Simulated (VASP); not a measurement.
Here is a VASP 6.6.1 calculation.

File INCAR:

```
SYSTEM = O
PREC = Accurate ; ENCUT = 520
EDIFF = 1E-7 ; ISMEAR = -1
SIGMA = 0.05 ; LREAL = .FALSE.
LASPH = .TRUE. ; NELM = 150
ALGO = Normal ; ISIF = 2
LWAVE = .FALSE. ; LCHARG = .TRUE.
ISPIN = 2 ; MAGMOM = 0.6 -0.6 0.6 -0.6
LORBIT = 11 ; GGA = PE
LELF = .TRUE. ; LVHAR = .TRUE.
NBANDS = 24
```

Contents of KPOINTS:

```
Automatic mesh
0
G
  6 8 5
  0 0 0
```

Contents of POSCAR:

```
O
1.0
   -2.3944914034      0.0000000000      3.6470501824
    0.0000000000     -3.3248318800      0.0000000000
    3.3083143032      0.0000000000      3.6470501824
O
4
Direct
    0.1301201900      0.0000000000      0.0254538300
    0.6301201900      0.5000000000      0.5254538300
    0.8698798100      0.0000000000      0.9745461700
    0.3698798100      0.5000000000      0.4745461700
```

Potentials or basis: VASP PAW PBE potentials, release 64 (O).

Command:

```sh
$ cat potpaw_PBE.64/O/POTCAR > POTCAR
$ mpirun -np 1 vasp_std > vasp.out
```

**Question.** Estimate the site moments.

**Answer.** O +0.80, -0.80 (each value once) μB.

**Question.** Estimate the largest force.

**Answer.** 0.748 eV/Å.

**Question.** What does it give for the pressure?

**Answer.** 2.2 GPa.

Stress tensor (GPa, compression positive):
```
 1.50  0.00 -1.11
 0.00  1.09  0.00
-1.11  0.00  3.95
```

Caveat: the standard files for N, O and F lose accuracy on very short bonds; this functional lacks dispersion, which holds the molecules together, so the pressure and a relaxed volume are unreliable.
